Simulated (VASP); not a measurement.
Runs of VASP 6.6.1 on Pt. The structure is that of space group P6_3/mmc (No. 194), or close to it. The cells are those of the table. 

```csv
cell,k mesh,smearing,gap on the mesh (eV),pressure (GPa)
"a = 2.710, b = 2.710, c = 4.701 Å, angles 90.0, 90.0, 120.0°, 2 atoms",18 × 18 × 10,gaussian 0.1 eV,none,9.5
"a = 2.733, b = 2.733, c = 4.765 Å, angles 90.0, 90.0, 120.0°, 2 atoms",12 × 12 × 8,gaussian 0.15 eV,none,0.8
"a = 2.774, b = 2.774, c = 4.904 Å, angles 90.0, 90.0, 120.0°, 2 atoms",18 × 18 × 10,gaussian 0.1 eV,none,(b)
"a = 2.733, b = 2.733, c = 4.765 Å, angles 90.0, 90.0, 120.0°, 2 atoms",18 × 18 × 10,gaussian 0.1 eV,none,0.7
"a = 2.754, b = 2.754, c = 4.833 Å, angles 90.0, 90.0, 120.0°, 2 atoms",18 × 18 × 10,gaussian 0.1 eV,none,-6.5
"a = 2.796, b = 2.796, c = 5.008 Å, angles 90.0, 90.0, 120.0°, 2 atoms",18 × 18 × 10,gaussian 0.1 eV,none,-18.5
"a = 2.761, b = 2.761, c = 4.792 Å, angles 90.0, 90.0, 120.0°, 2 atoms",18 × 18 × 10,gaussian 0.1 eV,none,(a)
"a = 2.634, b = 2.634, c = 4.513 Å, angles 90.0, 90.0, 120.0°, 2 atoms",18 × 18 × 10,gaussian 0.1 eV,none,49.0
"a = 2.686, b = 2.686, c = 4.637 Å, angles 90.0, 90.0, 120.0°, 2 atoms",18 × 18 × 10,gaussian 0.1 eV,none,20.2
"a = 2.661, b = 2.661, c = 4.575 Å, angles 90.0, 90.0, 120.0°, 2 atoms",18 × 18 × 10,gaussian 0.1 eV,none,33.2
```

Alike in all rows: task single point; level r2SCAN; potentials or basis VASP PAW PBE potentials, release 64 (Pt); no spin polarisation; cutoff (eV) 520.

Q: Fill in the values left out.

A: (a) -5.9; (b) -12.4.

Caveats: the PAW data sets were made with another functional, which shifts forces and pressure a little; spin-orbit coupling is left out, which moves the levels of the heavy elements.

A k mesh can miss the band edges, and the runs leave out spin-orbit coupling on Pt.

A gap of «none» marks levels without a gap at the run's occupations.
